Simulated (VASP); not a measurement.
The system is AlN.

```
Al N
1.0
     3.06730    0.00000    0.00000
    -1.53365    2.65636    0.00000
     0.00000    0.00000    5.61900
Al N
2 2
Direct
  0.33333 0.66667 0.00173
  0.66667 0.33333 0.50173
  0.33333 0.66667 0.38327
  0.66667 0.33333 0.88327
```

```yaml
Program: VASP 6.6.1
Task: relaxation of the atoms
Functional: PBE
Potentials_or_basis: VASP PAW PBE potentials, release 64 (Al, N)
Cutoff: 520 eV
k_mesh: 9 × 9 × 6
Occupations: gaussian, width 0.05 eV
Spin: no spin polarisation
```

At the start: pressure -7.9 GPa; volume 11.45 Å³/atom.

Question: Where does the relaxation end?

Answer: Over 3 steps the energy falls by 3.7 meV/atom; space group P6_3mc (No. 186, to 0.1 Å) before and after.

Step by step:
```csv
step,energy change (eV),largest force (eV/Å),pressure (GPa)
1,0.0000,0.2993,-7.94
2,-0.0124,0.1267,-8.99
3,-0.0149,0.0008,-9.64
```

Final structure:
```xyz
4
Lattice="3.0673 0.0000 0.0000 -1.5336 2.6564 0.0000 0.0000 0.0000 5.6190" Properties=species:S:1:pos:R:3 pbc="T T T"
Al    0.0000    1.7709    0.0338
Al    1.5336    0.8855    2.8433
N     0.0000    1.7709    2.1295
N     1.5336    0.8855    4.9390
```
